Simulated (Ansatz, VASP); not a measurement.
**One calculation of Ti, two programs**

POSCAR

```
Ti
1.0
    4.4538211635      0.0000000000      0.0000000000
   -2.2269105818      3.8571222715      0.0000000000
    0.0000000000      0.0000000000      2.9657910836
Ti
3
Direct
    0.0000000000      0.0000000000      0.0000000000
    0.3333333333      0.6666666667      0.5000000000
    0.6666666667      0.3333333333      0.5000000000
```

Contents of INCAR.step1:

```
PREC = Accurate
ENCUT = 520
ISMEAR = 0
SIGMA = 0.15
LREAL = False
LASPH = True
NELM = 60
NBANDS = 25
GGA = PE
ALGO = Normal
EDIFF = 1E-4
LWAVE = True
LCHARG = False
```

The input INCAR.step2:

```
PREC = Accurate
ENCUT = 520
EDIFF = 1E-6
ISMEAR = 0
SIGMA = 0.15
LREAL = False
LASPH = True
NELM = 60
ALGO = Normal
ISIF = 2
LWAVE = False
LCHARG = False
METAGGA = R2SCAN
LMIXTAU = True
NBANDS = 25
ISTART = 1
```

File KPOINTS:

```
regular mesh
0
Gamma
  12 12 16
```

Input for Ansatz:

```yaml
crystal:
  lattice:
    - [4.4538211635, 0.0, 0.0]
    - [-2.2269105818, 3.8571222715, 0.0]
    - [0.0, 0.0, 2.9657910836]
  atoms:
    - { symbol: Ti, position: [0.0, 0.0, 0.0] }
    - { symbol: Ti, position: [0.3333333333, 0.6666666667, 0.5] }
    - { symbol: Ti, position: [0.6666666667, 0.3333333333, 0.5] }
basis:
  ecutwfc: 500
kpoints:
  mp_grid: { grid: [12, 12, 16] }
hamiltonian:
  xc: r2scan
scf:
  occupations: { method: gaussian, width: 0.15 }
output:
  forces: true
  stress: true
  eigenvalues: true
```

Change from the starting cell: strain -0.025 along x and y, +0.050 along z, atoms carried along.

Alike in both runs: task single point; functional r2SCAN; k mesh 12 × 12 × 16; occupations gaussian, width 0.15 eV; no spin polarisation.

|  | VASP | Ansatz |
| --- | --- | --- |
| version | VASP 6.6.1 | Ansatz 0.2.0 |
| potentials or method | VASP PAW PBE potentials, release 64 (Ti_sv), cutoff 520 eV | scalar-relativistic, plane waves, PAW |
| valence electrons in the cell | 36 | 36 |

VASP gave:

```
gap on the k mesh at the Fermi level (eV)                     : none
pressure (GPa)                                                : 0.4
traceless stress, the component that is largest in VASP (GPa) : -9.32
```

Q: Estimate Ansatz's values.

A: gap on the k mesh at the Fermi level (eV): none; pressure (GPa): 0.0; traceless stress, the component that is largest in VASP (GPa): -9.23.

VASP's potentials were made for PBE, not for r2SCAN. A gap of «none» marks a metal or a gap that the smearing closes.
